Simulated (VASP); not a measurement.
# LiF (I4/mmm) in VASP: notebook

Runs on LiF. Level: PBE. Tasks: single point.

Everything below comes from runs of VASP 6.6.1. Logs are shortened: lines on timing, memory, paths and dates and some standing lists are left out, and cuts for length are marked.

**1. The cell of the first run**

Symmetry: I4/mmm, No. 139, tetragonal system. The conventional cell has a = 2.620 Å, b = 2.620 Å, c = 4.028 Å, α = 90.00°, β = 90.00°, γ = 90.00°. Li (site symmetry 4/mmm) has 6 F at 1.85 to 2.01 Å within 2.5 Å. F (site symmetry 4/mmm) has 6 Li at 1.85 to 2.01 Å within 2.5 Å.

**2. Single point, PBE (strain -0.080 along x and y, +0.000 along z)**

The input, INCAR:

```
PREC = Accurate ; ENCUT = 520
EDIFF = 1E-6 ; ISMEAR = 0
SIGMA = 0.05 ; LREAL = F
LASPH = T ; NELM = 80
ALGO = Normal ; ISIF = 2
LWAVE = F ; LCHARG = F
GGA = PE ; NBANDS = 12
```

The input, KPOINTS:

```
Automatic mesh
0
Gamma
  10 10 10
```

The input, POSCAR:

```
LiF
1.0
    0.0000000000      1.8528800000      2.0140000000
    1.8528800000      0.0000000000      2.0140000000
    1.8528800000      1.8528800000      0.0000000000
Li F
1 1
Direct
    0.0000000000      0.0000000000      0.0000000000
    0.5000000000      0.5000000000      0.5000000000
```

Potentials or basis: VASP PAW PBE potentials, release 64 (Li_sv, F).

Command:

```sh
> cat potpaw_PBE.64/Li_sv/POTCAR potpaw_PBE.64/F/POTCAR > POTCAR
> mpirun -np 1 vasp_std > vasp.out
```

OUTCAR:

```text
PREC = Accurate
   ENCUT = 520
   EDIFF = 1E-6
   ISMEAR = 0
   LREAL = F
   LASPH = T
   NELM = 80
   ISIF = 2
   GGA = PE

 ion  position               nearest neighbor table
   1  0.000  0.000  0.000-   2 1.85   2 1.85   2 1.85   2 1.85   2 2.01   2 2.01
   2  0.500  0.500  0.500-   1 1.85   1 1.85   1 1.85   1 1.85   1 2.01   1 2.01

  LATTYP: Found a body centered tetragonal cell.
 ALAT       =     2.6203680254
 C/A-ratio  =     1.5371886548

  Lattice vectors:

 A1 = (  -1.8528800000,   0.0000000000,   2.0140000000)
 A2 = (   1.8528800000,   0.0000000000,   2.0140000000)
 A3 = (   0.0000000000,   1.8528800000,  -2.0140000000)

Analysis of symmetry for initial positions (statically):
=====================================================================
 Subroutine PRICEL returns:
 Original cell was already a primitive cell.

 Routine SETGRP: Setting up the symmetry group for a
 body centered tetragonal supercell.

 Subroutine GETGRP returns: Found 16 space group operations
 (whereof 16 operations were pure point group operations)
 out of a pool of 16 trial point group operations.

The static configuration has the point symmetry D_4h.

Analysis of symmetry for dynamics (positions and initial velocities):
=====================================================================
 Subroutine PRICEL returns:
 Original cell was already a primitive cell.

 Routine SETGRP: Setting up the symmetry group for a
 body centered tetragonal supercell.

 Subroutine GETGRP returns: Found 16 space group operations
 (whereof 16 operations were pure point group operations)
 out of a pool of 16 trial point group operations.

The dynamic configuration has the point symmetry D_4h.

 Subroutine INISYM returns: Found 16 space group operations
 (whereof 16 operations are pure point group operations),
 and found     1 'primitive' translations

----------------------------------------------------------------------------------------

                                     Primitive cell

  volume of cell :      13.8288

  direct lattice vectors                    reciprocal lattice vectors
     0.000000000  1.852880000  2.014000000    -0.269850179  0.269850179  0.248262165
     1.852880000  0.000000000  2.014000000     0.269850179 -0.269850179  0.248262165
     1.852880000  1.852880000  0.000000000     0.269850179  0.269850179 -0.248262165

  length of vectors
     2.736669563  2.736669563  2.620368025     0.455271722  0.455271722  0.455271722

  position of ions in fractional coordinates (direct lattice)
     0.000000000  0.000000000  0.000000000
     0.500000000  0.500000000  0.500000000

  ion indices of the primitive-cell ions
   primitive index   ion index
                 1           1
                 2           2

----------------------------------------------------------------------------------------

 KPOINTS: Automatic mesh

Automatic generation of k-mesh.
 Grid dimensions read from file:
 generate k-points for:   10   10   10

 Generating k-lattice:

  Cartesian coordinates                     Fractional coordinates (reciprocal lattice)
    -0.026985018  0.026985018  0.024826216     0.100000000  0.000000000  0.000000000
     0.026985018 -0.026985018  0.024826216     0.000000000  0.100000000  0.000000000
     0.026985018  0.026985018 -0.024826216     0.000000000  0.000000000  0.100000000

  Length of vectors
     0.045527172  0.045527172  0.045527172

  Shift w.r.t. Gamma in fractional coordinates (k-lattice)
     0.000000000  0.000000000  0.000000000

 Subroutine IBZKPT returns following result:
 ===========================================

 Found    102 irreducible k-points:

 Following reciprocal coordinates:
            Coordinates               Weight
  0.000000  0.000000  0.000000      1.000000
  0.100000 -0.000000  0.000000      8.000000
  0.200000 -0.000000  0.000000      8.000000
  0.300000  0.000000  0.000000      8.000000
  0.400000 -0.000000  0.000000      8.000000
  0.500000  0.000000  0.000000      4.000000
[... 16 lines left out ...]
  0.300000  0.300000  0.000000      2.000000
  0.400000  0.300000  0.000000      8.000000
 [... further k-points ...]
   k-points           NKPTS =    102   k-points in BZ     NKDIM =    102   number of bands    NBANDS=     12
   number of dos      NEDOS =    301   number of ions     NIONS =      2
   total plane-waves  NPLWV =   8000
   dimension x,y,z NGX =    20 NGY =   20 NGZ =   20
   dimension x,y,z NGXF=    40 NGYF=   40 NGZF=   40
   ions per type =               1   1
   NGX,Y,Z   is equivalent  to a cutoff of  12.15, 12.15, 12.69 a.u.
   NGXF,Y,Z  is equivalent  to a cutoff of  24.30, 24.30, 25.38 a.u.
 SYSTEM =  unknown system
   PREC   = accura    normal or accurate (medium, high low for compatibility)
   ISTART =      0    job   : 0-new  1-cont  2-samecut
   ICHARG =      2    charge: 1-file 2-atom 10-const
   ISPIN  =      1    spin polarized calculation?
   LNONCOLLINEAR =      F non collinear calculations
   LSORBIT =      F    spin-orbit coupling
   LASPH  =      T    aspherical Exc in radial PAW
   ENCUT  =  520.0 eV  38.22 Ry    6.18 a.u.   5.09  5.09  4.87*2*pi/ulx,y,z
   NELM   =     80;   NELMIN=  2; NELMDL= -5     # of ELM steps
   EDIFF  = 0.1E-05   stopping-criterion for ELM
   LREAL  =      F    real-space projection
   EDIFFG = 0.1E-04   stopping-criterion for IOM
   NSW    =      0    number of steps for IOM
   IBRION =     -1    ionic relax: 0-MD 1-quasi-New 2-CG
   NFREE  =      0    steps in history (QN), initial steepest desc. (CG)
   ISIF   =      2    stress and relaxation
   ISYM   =      2    0-nonsym 1-usesym 2-fastsym
   POTIM  = 0.5000    time-step for ionic-motion
   TEBEG  =    0.0;   TEEND  =   0.0 temperature during run
   PSTRESS=    0.0 pullay stress
   NELECT =      10.0000    total number of electrons
   NUPDOWN=      -1.0000    fix difference up-down
   EMIN   =  10.00;   EMAX   =-10.00  energy-range for DOS
   EFERMI =   0.00;   METHOD = LEGACY
   ISMEAR =     0;   SIGMA  =   0.05  broadening in eV -4-tet -1-fermi 0-gaus
   EFERMI_NEDOS =   21; number of points for ismear=-14 and -15
   IALGO  =     38    algorithm
   IMIX   =      4    mixing-type and parameters
     AMIX     =   0.40;   BMIX     =  1.00
     AMIX_MAG =   1.60;   BMIX_MAG =  1.00
  volume/ion in A,a.u.               =       6.91        46.66
  Fermi-wavevector in a.u.,A,eV,Ry     =   1.469423  2.776807 29.377751  2.159204
  Thomas-Fermi vector in A             =   2.584802
   LORBIT       =      0    0 simple, 1 ext, 2 COOP (PROOUT), +10 PAW based schemes
   GGA     = PE    functional components
   LHFCALC =     F    Hartree Fock is set to
   AEXX    =    0.0000 exact exchange contribution
   IVDW    =     0    specifies the selected vdW correction
   LEPSILON=     F    determine dielectric tensor
   LRPA    =     F    only Hartree local field effects (RPA)
 non-spin polarized calculation
 Gauss-broadening in eV      SIGMA  =   0.05
  energy-cutoff  :      520.00
  volume of cell :       13.83
 maximum number of plane-waves:       386
   NGX = 11   NGY = 11   NGZ =  9

 number of electron      10.0000002 magnetization

 Free energy of the ion-electron system (eV)
  ---------------------------------------------------
  ext. energy  EPLUGINS =         0.00000000
  ---------------------------------------------------
  free energy    TOTEN  =        -9.44519698 eV

  energy without entropy =       -9.44519698  energy(sigma->0) =       -9.44519698

 E-fermi :   0.5854     XC(G=0): -10.8094

 val. band max:        0.1943327454   @ k =   0.0000   0.0000   0.0000
 cond. band min:      10.7739570690   @ k =   0.0000   0.0000   0.0000
 fundamental gap:     10.5796243236
 Fermi energy:         0.5853880706

 k-point     1 :       0.0000    0.0000    0.0000
  band No.  band energies     occupation
      1     -40.5142      2.00000
      2     -20.3714      2.00000
      3       0.0351      2.00000
      4       0.0351      2.00000
      5       0.1943      2.00000
      6      10.7740      0.00000
      7      24.9338      0.00000
      8      25.6596      0.00000
      9      26.4802      0.00000
     10      26.4802      0.00000
     11      27.1913      0.00000
     12      27.1913      0.00000

 k-point     2 :       0.1000   -0.0000    0.0000
  band No.  band energies     occupation
      1     -40.5025      2.00000
      2     -20.3237      2.00000
      3      -0.2658      2.00000
      4       0.0239      2.00000
      5       0.1104      2.00000
      6      11.0602      0.00000
      7      22.8741      0.00000
      8      24.1264      0.00000
      9      25.5339      0.00000
     10      27.0693      0.00000
     11      27.8150      0.00000
     12      28.0805      0.00000

 k-point     3 :       0.2000   -0.0000    0.0000
  band No.  band energies     occupation
      1     -40.4722      2.00000
      2     -20.1958      2.00000
      3      -1.0748      2.00000
      4      -0.0189      2.00000
      5      -0.0040      2.00000
      6      11.6410      0.00000
      7      20.3589      0.00000
      8      22.3636      0.00000
      9      23.9470      0.00000
     10      28.3995      0.00000
     11      29.1233      0.00000
     12      29.3232      0.00000
[... 286 lines left out ...]
 k-point    23 :       0.3000    0.3000    0.0000
  band No.  band energies     occupation
      1     -40.4316      2.00000
      2     -19.8525      2.00000
      3      -2.3686      2.00000
      4      -0.6290      2.00000
      5      -0.6290      2.00000
      6      13.5767      0.00000
      7      19.6579      0.00000
      8      20.7118      0.00000
      9      23.4762      0.00000
     10      23.4762      0.00000
     11      37.7675      0.00000
     12      37.7839      0.00000

 k-point    24 :       0.4000    0.3000    0.0000
  band No.  band energies     occupation
      1     -40.4108      2.00000
      2     -19.7146      2.00000
      3      -2.8773      2.00000
      4      -0.8947      2.00000
      5      -0.7148      2.00000
      6      14.2401      0.00000
      7      18.6091      0.00000
      8      20.3925      0.00000
      9      23.1746      0.00000
     10      24.2698      0.00000
     11      37.3211      0.00000
     12      38.7298      0.00000

 [... further k-points ...]
[... 5 lines left out ...]
  --------------------------------------------------------------------------------------
  -------------------------------------------------------------------------------------
  Total        2.2379532      2.2379532      0.9685476      0.0000000      0.0000000      0.0000000
  in kB      259.2850823    259.2850823    112.2141147      0.0000000      0.0000000      0.0000000
  external PRESSURE =     210.2614264 kB  Pullay stress =       0.0000000 kB

 VOLUME and BASIS-vectors are now :
 -----------------------------------------------------------------------------
  energy-cutoff  :      520.00
  volume of cell :       13.83
      direct lattice vectors                 reciprocal lattice vectors
     0.000000000  1.852880000  2.014000000    -0.269850179  0.269850179  0.248262165
     1.852880000  0.000000000  2.014000000     0.269850179 -0.269850179  0.248262165
     1.852880000  1.852880000  0.000000000     0.269850179  0.269850179 -0.248262165

 POSITION                                       TOTAL-FORCE (eV/Angst)
 -----------------------------------------------------------------------------------
      0.00000      0.00000      0.00000         0.000000      0.000000      0.000000
      1.85288      1.85288      2.01400        -0.000000      0.000000      0.000000
 -----------------------------------------------------------------------------------
    total drift:                                0.000000      0.000000      0.000000

  FREE ENERGIE OF THE ION-ELECTRON SYSTEM (eV)
  ---------------------------------------------------
  free  energy   TOTEN  =        -9.4451969839 eV

  energy  without entropy=       -9.4451969839  energy(sigma->0) =       -9.44519698
```

Run time: 12 s. Hardware: 1 thread of AMD EPYC 7R13 (Zen 3), shared host; peak memory 0.1 GiB.

Results:

```
Free energy            : -9.4452 eV
Band gap on the k mesh : 10.58 eV, direct
```

Caveat: the cell differs from its parent crystal (strain -0.080 along x and y, +0.000 along z); the cutoff is under 1.25 times the usual one of these potentials, so pressure, stress and relaxed cells hold a basis-set (Pulay) error. A k mesh can miss the band edges.

**3. Single point, PBE (strain -0.040 along x and y, -0.080 along z)**

The input, INCAR:

```
SYSTEM = LiF
ALGO     = Normal         ! electronic algorithm
EDIFF    = 1E-7           ! SCF threshold, eV
ENCUT    = 520            ! plane-wave cutoff, eV
GGA      = PE             ! functional
ISIF     = 2              ! what is computed and relaxed
ISMEAR   = 0              ! smearing method
LASPH    = .TRUE.         ! aspherical terms in the spheres
LCHARG   = .FALSE.        ! write CHGCAR
LREAL    = .FALSE.        ! projectors in reciprocal space
LWAVE    = .FALSE.        ! write WAVECAR
NBANDS   = 12             ! bands
NELM     = 80             ! most SCF steps
PREC     = Accurate       ! precision mode
SIGMA    = 0.05           ! smearing width, eV
```

The input, KPOINTS:

```
k-points
0
G
  10 10 10
  0 0 0
```

The input, POSCAR:

```
LiF
1.0
    0.0000000000      1.9334400000      1.8528800000
    1.9334400000      0.0000000000      1.8528800000
    1.9334400000      1.9334400000      0.0000000000
Li F
1 1
Direct
    0.0000000000      0.0000000000      0.0000000000
    0.5000000000      0.5000000000      0.5000000000
```

Potentials or basis: VASP PAW PBE potentials, release 64 (Li_sv, F).

Command:

```sh
> cat potpaw_PBE.64/Li_sv/POTCAR potpaw_PBE.64/F/POTCAR > POTCAR
> mpirun -np 1 vasp_std > vasp.out
```

Run time: 13 s. Hardware: 1 thread of AMD EPYC 7R13 (Zen 3), shared host; peak memory 0.1 GiB.

The run converged. Its results:

| Item | Value |
| --- | --- |
| Free energy | -9.4741 eV |
| Band gap on the k mesh | 10.67 eV, direct |

Levels at points of the mesh, in eV from the valence-band top:
```csv
k point,band 1,band 2,band 3,band 4,band 5,band 6,band 7,band 8,band 9,band 10
"(0.00, 0.00, 0.00)",-40.67,-20.51,-0.13,0.00,0.00,10.67,25.80,25.80,25.84,25.84
"(0.50, 0.00, 0.00)",-40.55,-19.96,-3.09,-0.39,-0.27,11.64,18.76,19.76,20.67,33.29
"(0.50, 0.50, 0.00)",-40.51,-19.50,-3.79,-1.42,-1.42,16.78,17.03,19.57,21.82,21.82
"(0.50, 0.00, 0.50)",-40.53,-19.56,-3.85,-1.41,-1.10,16.15,17.43,19.54,22.07,22.92
```

Caveat: the cell differs from its parent crystal (strain -0.040 along x and y, -0.080 along z); the cutoff is under 1.25 times the usual one of these potentials, so pressure, stress and relaxed cells hold a basis-set (Pulay) error.

**4. Single point, PBE (strain -0.040 along x and y, +0.000 along z)**

The input, INCAR:

```
SYSTEM = LiF
ALGO     = Normal         ! electronic algorithm
EDIFF    = 1E-6           ! SCF threshold, eV
ENCUT    = 520            ! plane-wave cutoff, eV
GGA      = PE             ! functional
ISIF     = 2              ! what is computed and relaxed
ISMEAR   = 0              ! smearing method
LASPH    = .True.         ! aspherical terms in the spheres
LCHARG   = .False.        ! write CHGCAR
LREAL    = .False.        ! projectors in reciprocal space
LWAVE    = .False.        ! write WAVECAR
NBANDS   = 12             ! bands
NELM     = 60             ! most SCF steps
PREC     = Accurate       ! precision mode
SIGMA    = 0.05           ! smearing width, eV
```

The input, KPOINTS:

```
k-points
0
Gamma
  10 10 10
  0 0 0
```

The input, POSCAR:

```
LiF
1.0
    0.0000000000      1.9334400000      2.0140000000
    1.9334400000      0.0000000000      2.0140000000
    1.9334400000      1.9334400000      0.0000000000
Li F
1 1
Direct
    0.0000000000      0.0000000000      0.0000000000
    0.5000000000      0.5000000000      0.5000000000
```

Command:

```sh
> cat potpaw_PBE.64/Li_sv/POTCAR potpaw_PBE.64/F/POTCAR > POTCAR
> mpirun -np 1 vasp_std > vasp.out
```

Run time: 16 s. Hardware: 1 thread of AMD EPYC 7R13 (Zen 3), shared host; peak memory 0.1 GiB.

It converged, with:

- Free energy: -9.5862 eV
- Band gap on the k mesh: 9.79 eV, direct

Levels at points of the mesh, in eV from the valence-band top:
```tsv
k point	band 3	band 4	band 5	band 6	band 7	band 8
(0.00, 0.00, 0.00)	-0.09	-0.09	0.00	9.79	24.35	24.86
(0.50, 0.00, 0.00)	-2.83	-0.36	-0.26	11.16	17.67	19.14
(0.50, 0.50, 0.00)	-3.46	-1.09	-1.09	15.04	17.20	18.42
(0.50, 0.00, 0.50)	-3.42	-1.37	-1.09	15.82	16.63	18.44
```

Caveat: the cell differs from its parent crystal (strain -0.040 along x and y, +0.000 along z); the cutoff is under 1.25 times the usual one of these potentials, so pressure, stress and relaxed cells hold a basis-set (Pulay) error. A k mesh can miss the band edges.

**5. Summary**

| cell | gap on the mesh (eV) |
| --- | --- |
| a = 2.737, b = 2.737, c = 2.620 Å, angles 61.4, 61.4, 57.2°, 2 atoms | 10.58 |
| a = 2.678, b = 2.678, c = 2.734 Å, angles 59.3, 59.3, 61.4°, 2 atoms | 10.67 |
| a = 2.792, b = 2.792, c = 2.734 Å, angles 60.7, 60.7, 58.6°, 2 atoms | 9.79 |

Alike in all rows: task single point; level PBE; potentials or basis VASP PAW PBE potentials, release 64 (Li_sv, F); no spin polarisation; k mesh 10 × 10 × 10; cutoff (eV) 520; smearing gaussian 0.05 eV.

Caveats: the cutoff is under 1.25 times the usual one of these potentials, so pressure, stress and relaxed cells hold a basis-set (Pulay) error.

Absolute energies hang on the potentials; compare differences alone.
